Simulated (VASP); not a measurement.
# EuO2 (P-3m1) in VASP: notebook

The runs below take EuO2 through single point, with PBEsol.

Program: VASP 6.6.1. These are calculated values, not measurements. Logs are shortened: lines on timing, memory, paths and dates and some standing lists are left out, and cuts for length are marked.

## 1. The cell of the first run

Symmetry: P-3m1, No. 164, trigonal system. The conventional cell has a = 3.514 Å, b = 3.514 Å, c = 4.740 Å, α = 90.00°, β = 90.00°, γ = 120.00°. Within 3.0 Å of Eu (site symmetry -3m) lie 6 O at 2.23 Å. Within 3.0 Å of O (site symmetry 3m) lie 3 Eu at 2.23 Å and 3 O at 2.76 Å.

## 2. Single point, PBEsol, collinear spin, ferromagnetic start

Contents of INCAR:

```
PREC     = Accurate       # precision mode
ENCUT    = 520            # plane-wave cutoff, eV
EDIFF    = 1E-6           # SCF threshold, eV
ISMEAR   = 0              # smearing method
SIGMA    = 0.05           # smearing width, eV
LREAL    = F              # projectors in reciprocal space
LASPH    = T              # aspherical terms in the spheres
NELM     = 150            # most SCF steps
ALGO     = Normal         # electronic algorithm
ISIF     = 2              # what is computed and relaxed
LWAVE    = F              # write WAVECAR
LCHARG   = F              # write CHGCAR
ISPIN    = 2              # spin polarisation
MAGMOM   = 6.24 0 0       # initial moments
LORBIT   = 11             # projections on sites
LMAXMIX  = 6              # l up to which the mixer works
GGA      = PS             # functional
NBANDS   = 26             # bands
```

Contents of KPOINTS:

```
Automatic mesh
0
Gamma
  10 10 6
```

Contents of POSCAR:

```
EuO2
1.0
    3.5140906190      0.0000000000      0.0000000000
   -1.7570453095      3.0432917472      0.0000000000
    0.0000000000      0.0000000000      4.7403022685
Eu O
1 2
Direct
    0.0000000000      0.0000000000      0.0000000000
    0.3333333333      0.6666666667      0.1967777895
    0.6666666667      0.3333333333      0.8032222105
```

Potentials or basis: VASP PAW PBE potentials, release 64 (Eu, O).

Started as:

```
cat potpaw_PBE.64/Eu/POTCAR potpaw_PBE.64/O/POTCAR > POTCAR
mpirun -np 1 vasp_std > vasp.out
```

OUTCAR:

```text
PREC = Accurate
   ENCUT = 520
   EDIFF = 1E-6
   ISMEAR = 0
   LREAL = F
   LASPH = T
   NELM = 150
   ISIF = 2
   ISPIN = 2
   LORBIT = 11
   GGA = PS

 ion  position               nearest neighbor table
   1  0.000  0.000  0.000-   2 2.23   3 2.23   2 2.23   3 2.23   3 2.23   2 2.23
   2  0.333  0.667  0.197-   1 2.23   1 2.23   1 2.23
   3  0.667  0.333  0.803-   1 2.23   1 2.23   1 2.23

  LATTYP: Found a hexagonal cell.
 ALAT       =     3.5140906190
 C/A-ratio  =     1.3489413855

  Lattice vectors:

 A1 = (   3.5140906190,   0.0000000000,   0.0000000000)
 A2 = (  -1.7570453095,   3.0432917472,   0.0000000000)
 A3 = (   0.0000000000,   0.0000000000,   4.7403022685)

Analysis of symmetry for initial positions (statically):
=====================================================================
 Subroutine PRICEL returns:
 Original cell was already a primitive cell.

 Routine SETGRP: Setting up the symmetry group for a
 hexagonal supercell.

 Subroutine GETGRP returns: Found 12 space group operations
 (whereof 12 operations were pure point group operations)
 out of a pool of 24 trial point group operations.

The static configuration has the point symmetry D_3d.

Analysis of symmetry for dynamics (positions and initial velocities):
=====================================================================
 Subroutine PRICEL returns:
 Original cell was already a primitive cell.

 Routine SETGRP: Setting up the symmetry group for a
 hexagonal supercell.

 Subroutine GETGRP returns: Found 12 space group operations
 (whereof 12 operations were pure point group operations)
 out of a pool of 24 trial point group operations.

The dynamic configuration has the point symmetry D_3d.

Analysis of structural, dynamic, and magnetic symmetry:
=====================================================================
 Subroutine PRICEL returns:
 Original cell was already a primitive cell.

 Routine SETGRP: Setting up the symmetry group for a
 hexagonal supercell.

 Subroutine GETGRP returns: Found 12 space group operations
 (whereof 12 operations were pure point group operations)
 out of a pool of 24 trial point group operations.

The overall configuration has the point symmetry D_3d.

 Subroutine INISYM returns: Found 12 space group operations
 (whereof 12 operations are pure point group operations),
 and found     1 'primitive' translations

----------------------------------------------------------------------------------------

                                     Primitive cell

  volume of cell :      50.6947

  direct lattice vectors                    reciprocal lattice vectors
     3.514090619  0.000000000  0.000000000     0.284568643  0.164295783  0.000000000
    -1.757045310  3.043291747  0.000000000     0.000000000  0.328591566  0.000000000
     0.000000000  0.000000000  4.740302268     0.000000000  0.000000000  0.210957011

  length of vectors
     3.514090619  3.514090619  4.740302268     0.328591566  0.328591566  0.210957011

  position of ions in fractional coordinates (direct lattice)
     0.000000000  0.000000000  0.000000000
     0.333333333  0.666666667  0.196777789
     0.666666667  0.333333333  0.803222211

  ion indices of the primitive-cell ions
   primitive index   ion index
                 1           1
                 2           2
                 3           3

----------------------------------------------------------------------------------------

 KPOINTS: Automatic mesh

Automatic generation of k-mesh.
 Grid dimensions read from file:
 generate k-points for:   10   10    6

 Generating k-lattice:

  Cartesian coordinates                     Fractional coordinates (reciprocal lattice)
     0.028456864  0.016429578  0.000000000     0.100000000  0.000000000  0.000000000
     0.000000000  0.032859157  0.000000000     0.000000000  0.100000000  0.000000000
     0.000000000  0.000000000  0.035159502     0.000000000  0.000000000  0.166666667

  Length of vectors
     0.032859157  0.032859157  0.035159502

  Shift w.r.t. Gamma in fractional coordinates (k-lattice)
     0.000000000  0.000000000  0.000000000

 Subroutine IBZKPT returns following result:
 ===========================================

 Found     72 irreducible k-points:

 Following reciprocal coordinates:
            Coordinates               Weight
  0.000000  0.000000  0.000000      1.000000
  0.100000 -0.000000  0.000000      6.000000
  0.200000 -0.000000  0.000000      6.000000
  0.300000  0.000000  0.000000      6.000000
  0.400000  0.000000  0.000000      6.000000
  0.500000  0.000000  0.000000      3.000000
[... 16 lines left out ...]
  0.000000  0.400000  0.166667      6.000000
  0.500000  0.000000  0.166667      6.000000
 [... further k-points ...]
   k-points           NKPTS =     72   k-points in BZ     NKDIM =     72   number of bands    NBANDS=     26
   number of dos      NEDOS =    301   number of ions     NIONS =      3
   total plane-waves  NPLWV =  28224
   dimension x,y,z NGX =    28 NGY =   28 NGZ =   36
   dimension x,y,z NGXF=    56 NGYF=   56 NGZF=   72
   ions per type =               1   2
   NGX,Y,Z   is equivalent  to a cutoff of  13.25, 13.25, 12.63 a.u.
   NGXF,Y,Z  is equivalent  to a cutoff of  26.49, 26.49, 25.25 a.u.
 SYSTEM =  unknown system
   PREC   = accura    normal or accurate (medium, high low for compatibility)
   ISTART =      0    job   : 0-new  1-cont  2-samecut
   ICHARG =      2    charge: 1-file 2-atom 10-const
   ISPIN  =      2    spin polarized calculation?
   LNONCOLLINEAR =      F non collinear calculations
   LSORBIT =      F    spin-orbit coupling
   LASPH  =      T    aspherical Exc in radial PAW
   ENCUT  =  520.0 eV  38.22 Ry    6.18 a.u.   6.53  6.53  8.81*2*pi/ulx,y,z
   NELM   =    150;   NELMIN=  2; NELMDL= -5     # of ELM steps
   EDIFF  = 0.1E-05   stopping-criterion for ELM
   LREAL  =      F    real-space projection
   EDIFFG = 0.1E-04   stopping-criterion for IOM
   NSW    =      0    number of steps for IOM
   IBRION =     -1    ionic relax: 0-MD 1-quasi-New 2-CG
   NFREE  =      0    steps in history (QN), initial steepest desc. (CG)
   ISIF   =      2    stress and relaxation
   ISYM   =      2    0-nonsym 1-usesym 2-fastsym
   POTIM  = 0.5000    time-step for ionic-motion
   TEBEG  =    0.0;   TEEND  =   0.0 temperature during run
   PSTRESS=    0.0 pullay stress
   NELECT =      29.0000    total number of electrons
   NUPDOWN=      -1.0000    fix difference up-down
   EMIN   =  10.00;   EMAX   =-10.00  energy-range for DOS
   EFERMI =   0.00;   METHOD = LEGACY
   ISMEAR =     0;   SIGMA  =   0.05  broadening in eV -4-tet -1-fermi 0-gaus
   EFERMI_NEDOS =   21; number of points for ismear=-14 and -15
   IALGO  =     38    algorithm
   IMIX   =      4    mixing-type and parameters
     AMIX     =   0.40;   BMIX     =  1.00
     AMIX_MAG =   1.60;   BMIX_MAG =  1.00
  volume/ion in A,a.u.               =      16.90       114.03
  Fermi-wavevector in a.u.,A,eV,Ry     =   1.359002  2.568141 25.128401  1.846885
  Thomas-Fermi vector in A             =   2.485787
   LORBIT       =     11    0 simple, 1 ext, 2 COOP (PROOUT), +10 PAW based schemes
   GGA     = PS    functional components
   LHFCALC =     F    Hartree Fock is set to
   AEXX    =    0.0000 exact exchange contribution
   IVDW    =     0    specifies the selected vdW correction
   LEPSILON=     F    determine dielectric tensor
   LRPA    =     F    only Hartree local field effects (RPA)
 spin polarized calculation
 Gauss-broadening in eV      SIGMA  =   0.05
  energy-cutoff  :      520.00
  volume of cell :       50.69
 maximum number of plane-waves:      1386
 NGX is ok and might be reduce to    28
   NGX = 13   NGY = 13   NGZ = 17

 number of electron      28.9999994 magnetization       4.9979190

 Free energy of the ion-electron system (eV)
  ---------------------------------------------------
  ext. energy  EPLUGINS =         0.00000000
  ---------------------------------------------------
  free energy    TOTEN  =       -28.81350057 eV

  energy without entropy =      -28.81155723  energy(sigma->0) =      -28.81252890

 E-fermi :   0.0400     XC(G=0):  -9.7370

 val. band max:        0.0380176163   @ k =   0.3000   0.0000   0.5000
 cond. band min:       0.0560339330   @ k =   0.2000   0.2000   0.3333
 fundamental gap:      0.0180163168
 Fermi energy:         0.0399653288

 spin component 1

 k-point     1 :       0.0000    0.0000    0.0000
  band No.  band energies     occupation
      1     -40.1238      1.00000
      2     -19.3475      1.00000
      3     -18.2743      1.00000
      4     -18.2743      1.00000
      5     -16.2822      1.00000
      6     -14.2812      1.00000
[... 18 lines left out ...]
     25      11.6780      0.00000
     26      11.6780      0.00000
[... 644 lines left out ...]
      4     -18.5048      1.00000
      5     -16.0496      1.00000
      6     -13.5552      1.00000
[... 18 lines left out ...]
     25      11.7397      0.00000
     26      12.3264      0.00000

 [... further k-points ...]

 spin component 2

 k-point     1 :       0.0000    0.0000    0.0000
  band No.  band energies     occupation
      1     -37.5447      1.00000
      2     -18.4057      1.00000
      3     -16.8704      1.00000
      4     -16.4130      1.00000
      5     -16.4130      1.00000
      6     -14.0161      1.00000
[... 18 lines left out ...]
     25      12.2078      0.00000
     26      12.2078      0.00000
[... 644 lines left out ...]
      4     -16.7366      1.00000
      5     -16.6664      1.00000
      6     -13.1784      1.00000
[... 18 lines left out ...]
     25      12.4428      0.00000
     26      12.8692      0.00000

 [... further k-points ...]
[... 5 lines left out ...]
  --------------------------------------------------------------------------------------
  -------------------------------------------------------------------------------------
  Total        0.2327810      0.2327810     -0.0095363     -0.0000000     -0.0000000     -0.0000000
  in kB        7.3569104      7.3569104     -0.3013898     -0.0000000     -0.0000000     -0.0000000
  external PRESSURE =       4.8041437 kB  Pullay stress =       0.0000000 kB

 VOLUME and BASIS-vectors are now :
 -----------------------------------------------------------------------------
  energy-cutoff  :      520.00
  volume of cell :       50.69
      direct lattice vectors                 reciprocal lattice vectors
     3.514090619  0.000000000  0.000000000     0.284568643  0.164295783  0.000000000
    -1.757045310  3.043291747  0.000000000     0.000000000  0.328591566  0.000000000
     0.000000000  0.000000000  4.740302268     0.000000000  0.000000000  0.210957011

 POSITION                                       TOTAL-FORCE (eV/Angst)
 -----------------------------------------------------------------------------------
      0.00000      0.00000      0.00000         0.000000      0.000000     -0.000000
     -0.00000      2.02886      0.93279         0.000000     -0.000000      0.059940
      1.75705      1.01443      3.80752        -0.000000      0.000000     -0.059940
 -----------------------------------------------------------------------------------
    total drift:                                0.000000     -0.000000      0.000000

  FREE ENERGIE OF THE ION-ELECTRON SYSTEM (eV)
  ---------------------------------------------------
  free  energy   TOTEN  =       -28.8135005740 eV

  energy  without entropy=      -28.8115572311  energy(sigma->0) =      -28.81252890

 total charge

# of ion       s       p       d       f       tot
--------------------------------------------------
    1        2.052   5.739   0.713   6.170  14.674
    2        1.581   3.352   0.000   0.000   4.933
    3        1.581   3.352   0.000   0.000   4.933
--------------------------------------------------
tot          5.214  12.442   0.713   6.170  24.539

 magnetization (x)

# of ion       s       p       d       f       tot
--------------------------------------------------
    1       -0.004  -0.107   0.094   5.807   5.790
    2       -0.007  -0.393   0.000   0.000  -0.400
    3       -0.007  -0.393   0.000   0.000  -0.400
--------------------------------------------------
tot         -0.018  -0.893   0.094   5.807   4.989
```

It used 430 s of CPU time on 1 thread of Intel(R) Xeon(R) Platinum 8488C (Sapphire Rapids) (shared host).

What came out:

```yaml
Free_energy: -28.8135 eV
Pressure: 0.5 GPa
Largest_force: 0.060 eV/Å
Band_gap_on_the_k_mesh: zero (filled and empty bands overlap)
Net_moment: 5.00 μB per cell
Site_moments: Eu +5.79; O -0.40 μB
Valence_electrons_inside_the_program's_atomic_spheres: Eu 14.67; O 4.93
```

Forces on the atoms (eV/Å):
```
Eu   0.000  0.000  0.000
O    0.000  0.000  0.060
O    0.000  0.000 -0.060
```

Caveat: the PAW data sets were made with another functional, which shifts forces and pressure a little; spin-orbit coupling is left out, which moves the levels of the heavy elements; a cell with one magnetic atom can't hold antiferromagnetic order, which such compounds often take; semilocal functionals describe open f shells poorly, which spoils levels, moments and volumes. The state reached can hang on the start; a lower one may exist.

## 3. Single point, PBEsol, collinear spin, ferromagnetic start (17.57 Å³/atom)

This run uses another cell than the first one, of 17.57 Å³/atom.

Contents of INCAR:

```
PREC = Accurate
ENCUT = 520
EDIFF = 1E-7
ISMEAR = 0
SIGMA = 0.05
LREAL = False
LASPH = True
NELM = 150
ALGO = Normal
ISIF = 2
LWAVE = False
LCHARG = False
ISPIN = 2
MAGMOM = 6.24 0 0
LORBIT = 11
LMAXMIX = 6
GGA = PS
NBANDS = 26
```

Contents of KPOINTS:

```
regular mesh
0
Gamma
  10 10 6
```

Contents of POSCAR:

```
EuO2
1.0
    3.5163570623      0.0000000000      0.0000000000
   -1.7581785312      3.0452545447      0.0000000000
    0.0000000000      0.0000000000      4.9235613237
Eu O
1 2
Direct
    0.0000000000      0.0000000000      0.0000000000
    0.3333333333      0.6666666667      0.1894083002
    0.6666666667      0.3333333333      0.8105916998
```

Potentials or basis: VASP PAW PBE potentials, release 64 (Eu, O).

Started as:

```
cat potpaw_PBE.64/Eu/POTCAR potpaw_PBE.64/O/POTCAR > POTCAR
mpirun -np 1 vasp_std > vasp.out
```

It used 510 s of CPU time on 1 thread of Intel(R) Xeon(R) Platinum 8488C (Sapphire Rapids) (shared host).

The run converged. Its results:

- Free energy: -28.8129 eV
- Pressure: 0.4 GPa
- Largest force: 0.053 eV/Å
- Band gap on the k mesh: zero (filled and empty bands overlap)
- Net moment: 5.00 μB per cell
- Site moments: Eu +5.79; O -0.40 μB
- Valence electrons inside the program's atomic spheres: Eu 14.67; O 4.93

Forces on the atoms (eV/Å):
```
Eu   0.000  0.000  0.000
O    0.000  0.000  0.053
O    0.000  0.000 -0.053
```

Stress tensor (GPa, compression positive):
```
 0.62  0.00  0.00
 0.00  0.62  0.00
 0.00  0.00 -0.02
```

Levels at points of the mesh, in eV from the Fermi level:
Spin up:
```
           k point  band 14  band 15  band 16  band 17  band 18  band 19  band 20  band 21
(0.00, 0.00, 0.00)    -0.62    -0.62    -0.54     0.67     0.87     0.87     4.90     6.37
(0.50, 0.00, 0.00)    -0.69    -0.61    -0.57    -0.06     0.31     0.57     5.43     6.07
(0.00, 0.00, 0.50)    -0.62    -0.62    -0.59     0.31     0.84     0.84     6.24     6.24
(0.50, 0.00, 0.50)    -0.67    -0.61    -0.57    -0.20     0.36     0.76     6.17     6.72
```
Spin down:
```
           k point  band 10  band 11  band 12  band 13  band 14  band 15
(0.00, 0.00, 0.00)    -1.32    -1.23    -1.23     3.75     3.76     3.83
(0.50, 0.00, 0.00)    -1.50    -1.36    -1.32     3.38     3.51     3.70
(0.00, 0.00, 0.50)    -2.02    -1.27    -1.27     3.69     3.76     3.82
(0.50, 0.00, 0.50)    -1.43    -1.25    -1.15     3.41     3.51     3.67
```

Caveat: the PAW data sets were made with another functional, which shifts forces and pressure a little; spin-orbit coupling is left out, which moves the levels of the heavy elements; a cell with one magnetic atom can't hold antiferromagnetic order, which such compounds often take; semilocal functionals describe open f shells poorly, which spoils levels, moments and volumes.
